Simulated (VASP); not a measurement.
# CdTe (I4/mmm) in VASP: electric field gradients with r2SCAN

Aim: the electric field gradients of CdTe with r2SCAN.

Program: VASP 6.6.1. These are calculated values, not measurements. Logs are shortened: lines on timing, memory, paths and dates and some standing lists are left out, and cuts for length are marked.

## Step 1: The cell of the first run

It takes space group I4/mmm (No. 139, tetragonal). The conventional cell has a = 4.293 Å, b = 4.293 Å, c = 6.133 Å, α = 90.00°, β = 90.00°, γ = 90.00°. Cd (site symmetry 4/mmm) has 6 Te at 3.04 to 3.07 Å within 4.0 Å. Te (site symmetry 4/mmm) has 6 Cd at 3.04 to 3.07 Å within 4.0 Å.

## Step 2: Electric field gradients, r2SCAN (x and y stretched by -1 %, z held)

Input file POSCAR:

```
CdTe
1.0
    0.0000000000      3.0358983600      3.0665640000
    3.0358983600      0.0000000000      3.0665640000
    3.0358983600      3.0358983600      0.0000000000
Cd Te
1 1
Direct
    0.0000000000      0.0000000000      0.0000000000
    0.5000000000      0.5000000000      0.5000000000
```

Input file INCAR.step1:

```
SYSTEM = CdTe
ALGO     = Normal         ! electronic algorithm
EDIFF    = 1E-4           ! SCF threshold, eV
ENCUT    = 520            ! plane-wave cutoff, eV
GGA      = PE             ! functional
ISMEAR   = -1             ! smearing method
LASPH    = .TRUE.         ! aspherical terms in the spheres
LCHARG   = .FALSE.        ! write CHGCAR
LREAL    = .FALSE.        ! projectors in reciprocal space
LWAVE    = .TRUE.         ! write WAVECAR
NBANDS   = 16             ! bands
NELM     = 60             ! most SCF steps
PREC     = Accurate       ! precision mode
SIGMA    = 0.03           ! smearing width, eV
```

Input file INCAR.step2:

```
SYSTEM = CdTe
ALGO     = Normal         ! electronic algorithm
EDIFF    = 1E-8           ! SCF threshold, eV
ENCUT    = 520            ! plane-wave cutoff, eV
ISIF     = 2              ! what is computed and relaxed
ISMEAR   = -1             ! smearing method
ISTART   = 1            
LASPH    = .TRUE.         ! aspherical terms in the spheres
LCHARG   = .FALSE.        ! write CHGCAR
LEFG     = .TRUE.       
LMIXTAU  = .TRUE.       
LREAL    = .FALSE.        ! projectors in reciprocal space
LWAVE    = .FALSE.        ! write WAVECAR
METAGGA  = R2SCAN         ! meta-GGA
NBANDS   = 16             ! bands
NELM     = 60             ! most SCF steps
PREC     = Accurate       ! precision mode
SIGMA    = 0.03           ! smearing width, eV
```

Input file KPOINTS:

```
k-points
0
G
  10 10 10
  0 0 0
```

Potentials or basis: VASP PAW PBE potentials, release 64 (Cd, Te).

Command:

```bash
$ cat potpaw_PBE.64/Cd/POTCAR potpaw_PBE.64/Te/POTCAR > POTCAR
$ cp INCAR.step1 INCAR
$ mpirun -np 1 vasp_std > vasp.out
$ cp INCAR.step2 INCAR
$ mpirun -np 1 vasp_std > vasp.out
```

OUTCAR:

```text
SYSTEM = CdTe
   EDIFF = 1E-8
   ENCUT = 520
   ISIF = 2
   ISMEAR = -1
   ISTART = 1
   LASPH = .TRUE.
   LREAL = .FALSE.
   METAGGA = R2SCAN
   NELM = 60
   PREC = Accurate

 ion  position               nearest neighbor table
   1  0.000  0.000  0.000-   2 3.04   2 3.04   2 3.04   2 3.04   2 3.07   2 3.07
   2  0.500  0.500  0.500-   1 3.04   1 3.04   1 3.04   1 3.04   1 3.07   1 3.07

  LATTYP: Found a body centered tetragonal cell.
 ALAT       =     4.2934086347
 C/A-ratio  =     1.4284985479

  Lattice vectors:

 A1 = (  -3.0358983600,   0.0000000000,   3.0665640000)
 A2 = (   3.0358983600,   0.0000000000,   3.0665640000)
 A3 = (   0.0000000000,   3.0358983600,  -3.0665640000)

Analysis of symmetry for initial positions (statically):
=====================================================================
 Subroutine PRICEL returns:
 Original cell was already a primitive cell.

 Routine SETGRP: Setting up the symmetry group for a
 body centered tetragonal supercell.

 Subroutine GETGRP returns: Found 16 space group operations
 (whereof 16 operations were pure point group operations)
 out of a pool of 16 trial point group operations.

The static configuration has the point symmetry D_4h.

Analysis of symmetry for dynamics (positions and initial velocities):
=====================================================================
 Subroutine PRICEL returns:
 Original cell was already a primitive cell.

 Routine SETGRP: Setting up the symmetry group for a
 body centered tetragonal supercell.

 Subroutine GETGRP returns: Found 16 space group operations
 (whereof 16 operations were pure point group operations)
 out of a pool of 16 trial point group operations.

The dynamic configuration has the point symmetry D_4h.

 Subroutine INISYM returns: Found 16 space group operations
 (whereof 16 operations are pure point group operations),
 and found     1 'primitive' translations

----------------------------------------------------------------------------------------

                                     Primitive cell

  volume of cell :      56.5271

  direct lattice vectors                    reciprocal lattice vectors
     0.000000000  3.035898360  3.066564000    -0.164695896  0.164695896  0.163048937
     3.035898360  0.000000000  3.066564000     0.164695896 -0.164695896  0.163048937
     3.035898360  3.035898360  0.000000000     0.164695896  0.164695896 -0.163048937

  length of vectors
     4.315146998  4.315146998  4.293408635     0.284313967  0.284313967  0.284313967

  position of ions in fractional coordinates (direct lattice)
     0.000000000  0.000000000  0.000000000
     0.500000000  0.500000000  0.500000000

  ion indices of the primitive-cell ions
   primitive index   ion index
                 1           1
                 2           2

----------------------------------------------------------------------------------------

 KPOINTS: k-points

Automatic generation of k-mesh.
 Grid dimensions read from file:
 generate k-points for:   10   10   10

 Generating k-lattice:

  Cartesian coordinates                     Fractional coordinates (reciprocal lattice)
    -0.016469590  0.016469590  0.016304894     0.100000000  0.000000000  0.000000000
     0.016469590 -0.016469590  0.016304894     0.000000000  0.100000000  0.000000000
     0.016469590  0.016469590 -0.016304894     0.000000000  0.000000000  0.100000000

  Length of vectors
     0.028431397  0.028431397  0.028431397

  Shift w.r.t. Gamma in fractional coordinates (k-lattice)
     0.000000000  0.000000000  0.000000000

 Subroutine IBZKPT returns following result:
 ===========================================

 Found    102 irreducible k-points:

 Following reciprocal coordinates:
            Coordinates               Weight
  0.000000  0.000000  0.000000      1.000000
  0.100000  0.000000  0.000000      8.000000
  0.200000  0.000000  0.000000      8.000000
  0.300000 -0.000000  0.000000      8.000000
  0.400000 -0.000000  0.000000      8.000000
  0.500000  0.000000  0.000000      4.000000
[... 16 lines left out ...]
  0.300000  0.300000  0.000000      2.000000
  0.400000  0.300000  0.000000      8.000000
 [... further k-points ...]
   k-points           NKPTS =    102   k-points in BZ     NKDIM =    102   number of bands    NBANDS=     16
   number of dos      NEDOS =    301   number of ions     NIONS =      2
   total plane-waves  NPLWV =  32768
   dimension x,y,z NGX =    32 NGY =   32 NGZ =   32
   dimension x,y,z NGXF=    64 NGYF=   64 NGZF=   64
   ions per type =               1   1
   NGX,Y,Z   is equivalent  to a cutoff of  12.33, 12.33, 12.39 a.u.
   NGXF,Y,Z  is equivalent  to a cutoff of  24.66, 24.66, 24.78 a.u.
 SYSTEM =  CdTe
   PREC   = accura    normal or accurate (medium, high low for compatibility)
   ISTART =      1    job   : 0-new  1-cont  2-samecut
   ICHARG =      0    charge: 1-file 2-atom 10-const
   ISPIN  =      1    spin polarized calculation?
   LNONCOLLINEAR =      F non collinear calculations
   LSORBIT =      F    spin-orbit coupling
   LASPH  =      T    aspherical Exc in radial PAW
   ENCUT  =  520.0 eV  38.22 Ry    6.18 a.u.   8.02  8.02  7.98*2*pi/ulx,y,z
   NELM   =     60;   NELMIN=  2; NELMDL=  0     # of ELM steps
   EDIFF  = 0.1E-07   stopping-criterion for ELM
   LREAL  =      F    real-space projection
   EDIFFG = 0.1E-06   stopping-criterion for IOM
   NSW    =      0    number of steps for IOM
   IBRION =     -1    ionic relax: 0-MD 1-quasi-New 2-CG
   NFREE  =      0    steps in history (QN), initial steepest desc. (CG)
   ISIF   =      2    stress and relaxation
   ISYM   =      2    0-nonsym 1-usesym 2-fastsym
   POTIM  = 0.5000    time-step for ionic-motion
   TEBEG  =    0.0;   TEEND  =   0.0 temperature during run
   PSTRESS=    0.0 pullay stress
   NELECT =      18.0000    total number of electrons
   NUPDOWN=      -1.0000    fix difference up-down
   EMIN   =  10.00;   EMAX   =-10.00  energy-range for DOS
   EFERMI =   0.00;   METHOD = LEGACY
   ISMEAR =    -1;   SIGMA  =   0.03  broadening in eV -4-tet -1-fermi 0-gaus
   EFERMI_NEDOS =   21; number of points for ismear=-14 and -15
   IALGO  =     38    algorithm
   IMIX   =      4    mixing-type and parameters
     AMIX     =   0.40;   BMIX     =  1.00
     AMIX_MAG =   1.60;   BMIX_MAG =  1.00
  volume/ion in A,a.u.               =      28.26       190.73
  Fermi-wavevector in a.u.,A,eV,Ry     =   1.117927  2.112576 17.004032  1.249761
  Thomas-Fermi vector in A             =   2.254554
   LORBIT       =      0    0 simple, 1 ext, 2 COOP (PROOUT), +10 PAW based schemes
   METAGGA = R2SCAN    functional components
   LHFCALC =     F    Hartree Fock is set to
   AEXX    =    0.0000 exact exchange contribution
   IVDW    =     0    specifies the selected vdW correction
   LEPSILON=     F    determine dielectric tensor
   LRPA    =     F    only Hartree local field effects (RPA)
 non-spin polarized calculation
  energy-cutoff  :      520.00
  volume of cell :       56.53
 maximum number of plane-waves:      1538
   NGX = 17   NGY = 17   NGZ = 15

 number of electron      18.0000002 magnetization

 Free energy of the ion-electron system (eV)
  ---------------------------------------------------
  ext. energy  EPLUGINS =         0.00000000
  ---------------------------------------------------
  free energy    TOTEN  =       -46.30711186 eV

  energy without entropy =      -46.30450073  energy(sigma->0) =      -46.30580629

 E-fermi :   3.8158     XC(G=0): -10.2372

 val. band max:        3.7915597096   @ k =  -0.2000   0.1000   0.0000
 cond. band min:       3.8193545397   @ k =  -0.3000   0.0000   0.1000
 fundamental gap:      0.0277948300
 Fermi energy:         3.8157532762

 k-point     1 :       0.0000    0.0000    0.0000
  band No.  band energies     occupation
      1      -8.1794      2.00000
      2      -4.8498      2.00000
      3      -4.8426      2.00000
      4      -4.8084      2.00000
      5      -4.7995      2.00000
      6      -4.7995      2.00000
[... 8 lines left out ...]
     15      12.2818      0.00000
     16      12.2818      0.00000
[... 419 lines left out ...]
 k-point    24 :       0.4000    0.3000    0.0000
  band No.  band energies     occupation
      1      -7.3972      2.00000
      2      -4.8525      2.00000
      3      -4.8329      2.00000
      4      -4.7255      2.00000
      5      -4.7093      2.00000
      6      -4.5161      2.00000
[... 8 lines left out ...]
     15      16.0657      0.00000
     16      16.5855      0.00000

 [... further k-points ...]

------------------------ aborting loop because EDIFF is reached ----------------------------------------

  FORCE on cell =-STRESS in cart. coord.  units (eV):
  Direction    XX          YY          ZZ          XY          YZ          ZX
  --------------------------------------------------------------------------------------
  -------------------------------------------------------------------------------------
  Total        0.0484403      0.0484403     -0.1605811      0.0000000      0.0000000      0.0000000
  in kB        1.3729699      1.3729699     -4.5514360      0.0000000      0.0000000      0.0000000
  external PRESSURE =      -0.6018321 kB  Pullay stress =       0.0000000 kB

 VOLUME and BASIS-vectors are now :
 -----------------------------------------------------------------------------
  energy-cutoff  :      520.00
  volume of cell :       56.53
      direct lattice vectors                 reciprocal lattice vectors
     0.000000000  3.035898360  3.066564000    -0.164695896  0.164695896  0.163048937
     3.035898360  0.000000000  3.066564000     0.164695896 -0.164695896  0.163048937
     3.035898360  3.035898360  0.000000000     0.164695896  0.164695896 -0.163048937

 POSITION                                       TOTAL-FORCE (eV/Angst)
 -----------------------------------------------------------------------------------
      0.00000      0.00000      0.00000         0.000000      0.000000      0.000000
      3.03590      3.03590      3.06656        -0.000000     -0.000000     -0.000000
 -----------------------------------------------------------------------------------
    total drift:                                0.000000     -0.000000     -0.000000

  FREE ENERGIE OF THE ION-ELECTRON SYSTEM (eV)
  ---------------------------------------------------
  free  energy   TOTEN  =       -46.3071118568 eV

  energy  without entropy=      -46.3045007251  energy(sigma->0) =      -46.30580629

 Electric field gradients (V/A^2)
---------------------------------------------------------------------
 ion       V_xx      V_yy      V_zz      V_xy      V_xz      V_yz
---------------------------------------------------------------------
   1      -3.610    -3.610     7.219    -0.002    -0.001    -0.001
   2       7.272     7.272   -14.544     0.000     0.000     0.000
---------------------------------------------------------------------

 Electric field gradients after diagonalization (V/A^2)
 (convention: |V_zz| > |V_xx| > |V_yy|)
----------------------------------------------------------------------
 ion       V_xx      V_yy      V_zz     asymmetry (V_yy - V_xx)/ V_zz
----------------------------------------------------------------------
   1      -3.611    -3.608     7.219       0.000
   2       7.272     7.272   -14.544       0.000
----------------------------------------------------------------------

           NMR quadrupolar parameters

 Cq : quadrupolar parameter    Cq=e*Q*V_zz/h
 eta: asymmetry parameters     (V_yy - V_xx)/ V_zz
 Q  : nuclear electric quadrupole moment in mb (millibarn)
----------------------------------------------------------------------
 ion       Cq(MHz)       eta       Q (mb)
----------------------------------------------------------------------
   1       0.017       0.000       1.000
   2      -0.035       0.000       1.000
----------------------------------------------------------------------
```

Wall time 3.8 min (1 thread of Intel Xeon 6975P-C, shared host); peak memory 0.26 GiB.

Results:

* Free energy: -46.3071 eV
* Pressure: -0.1 GPa
* Band gap on the k mesh: zero (band 9 reaches 3.88 eV, above the bottom of band 10 at 2.82 eV)

Stress tensor (GPa, compression positive):
```
 0.14  0.00  0.00
 0.00  0.14  0.00
 0.00  0.00 -0.46
```

Electric field gradients, principal values (V/Å²):
| atom | least | middle | greatest (by size) |
| --- | --- | --- | --- |
| 1 Cd | -3.608 | -3.611 | 7.219 |
| 2 Te | 7.272 | 7.272 | -14.544 |

Caveat: the cell differs from its parent crystal (x and y stretched by -1 %, z held); without QUAD_EFG the Cq values of the log hold for a quadrupole moment of 1 mb, not for the nuclei; the PAW data sets were made with another functional, which shifts forces and pressure a little; spin-orbit coupling is left out, which moves the levels of the heavy elements.
